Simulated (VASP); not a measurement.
Here is a VASP 6.6.1 calculation.

Contents of POSCAR:

```
CaSe
1.0
    0.0000000000      3.4310771062      3.2795613709
    3.4310771062      0.0000000000      3.2795613709
    3.4310771062      3.4310771062      0.0000000000
Ca Se
1 1
Direct
    0.0000000000      0.0000000000      0.0000000000
    0.2500000000      0.2500000000      0.2500000000
```

File INCAR.step1:

```
SYSTEM = CaSe
PREC = Accurate ; ENCUT = 520
ISMEAR = 0 ; SIGMA = 0.01
LREAL = .False. ; LASPH = .True.
NELM = 80 ; NBANDS = 15
GGA = PE ; ALGO = Normal
EDIFF = 1E-4 ; LWAVE = .True.
LCHARG = .False.
```

File INCAR.step2:

```
SYSTEM = CaSe
PREC = Accurate ; ENCUT = 520
EDIFF = 1E-6 ; ISMEAR = 0
SIGMA = 0.01 ; LREAL = .False.
LASPH = .True. ; NELM = 80
ALGO = Normal ; ISIF = 2
LWAVE = .False. ; LCHARG = .False.
METAGGA = R2SCAN ; LMIXTAU = .True.
NBANDS = 15 ; ISTART = 1
```

The input KPOINTS:

```
regular mesh
0
Gamma
  6 6 6
  0 0 0
```

Potentials or basis: VASP PAW PBE potentials, release 64 (Ca_sv, Se).

The run is started by

```sh
$ cat potpaw_PBE.64/Ca_sv/POTCAR potpaw_PBE.64/Se/POTCAR > POTCAR
$ cp INCAR.step1 INCAR
$ mpirun -np 1 vasp_std > vasp.out
$ cp INCAR.step2 INCAR
$ mpirun -np 1 vasp_std > vasp.out
```

Q: What does it give for the band gap on the k mesh?

A: 3.34 eV (least direct gap 3.41 eV).

Q: Predict the pressure.

A: -2.6 GPa.

Stress tensor (GPa, compression positive):
```
-2.68  0.00  0.00
 0.00 -2.68  0.00
 0.00  0.00 -2.32
```

Caveat: the cell differs from its parent crystal (biaxial xy strain +4.6%); the structure was generated, so it needn't be the stable form of CaSe; the PAW data sets were made with another functional, which shifts forces and pressure a little. A k mesh can miss the band edges.
